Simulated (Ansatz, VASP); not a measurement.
# PbS: VASP beside Ansatz

INCAR

```
SYSTEM = PbS
ALGO = Normal
EDIFF = 1E-6
ENCUT = 520
GGA = PE
ISIF = 2
ISMEAR = 0
IVDW = 12
LASPH = .TRUE.
LCHARG = .FALSE.
LREAL = .FALSE.
LWAVE = .FALSE.
NBANDS = 17
NELM = 60
PREC = Accurate
SIGMA = 0.03
```

The input KPOINTS:

```
k-points
0
G
  10 10 10
  0 0 0
```

The input POSCAR:

```
PbS
1.0
    0.0000000000      3.1132500000      3.1132500000
    3.1132500000      0.0000000000      3.1132500000
    3.1132500000      3.1132500000      0.0000000000
Pb S
1 1
Direct
    0.0000000000      0.0000000000      0.0000000000
    0.5000000000      0.5000000000      0.5000000000
```

Input for Ansatz:

```yaml
crystal:
  lattice:
    - [0.0, 3.11325, 3.11325]
    - [3.11325, 0.0, 3.11325]
    - [3.11325, 3.11325, 0.0]
  atoms:
    - { symbol: Pb, position: [0.0, 0.0, 0.0] }
    - { symbol: S, position: [0.5, 0.5, 0.5] }
basis:
  ecutwfc: 420
kpoints:
  mp_grid: { grid: [10, 10, 10] }
hamiltonian:
  xc: pbe
  dispersion: d3bj
scf:
  occupations: { method: gaussian, width: 0.03 }
output:
  forces: true
  stress: true
  eigenvalues: true
```

Change from the starting cell: strain +0.050 along x and y, +0.050 along z, atoms carried along.

Alike in both runs: task single point; functional PBE; dispersion D3(BJ); k mesh 10 × 10 × 10; occupations gaussian, width 0.03 eV; no spin polarisation.

|  | VASP | Ansatz |
| --- | --- | --- |
| version | VASP 6.6.1 | Ansatz 0.2.0 |
| potentials or method | VASP PAW PBE potentials, release 64 (Pb_d, S), cutoff 520 eV | scalar-relativistic, plane waves, PAW |
| valence electrons in the cell | 20 | 20 |

|  | VASP | Ansatz | Ansatz less VASP |
| --- | --- | --- | --- |
| gap on the k mesh at the Fermi level (eV) | 0.79 | 0.78 | -0.005 |
| least direct gap on the mesh (eV) | 0.79 | 0.78 | -0.005 |
| pressure (GPa) | -4.3 | -4.2 | +0.06 |

Ansatz's warnings: dispersion switch in reach.

Neither program's run includes spin-orbit coupling.
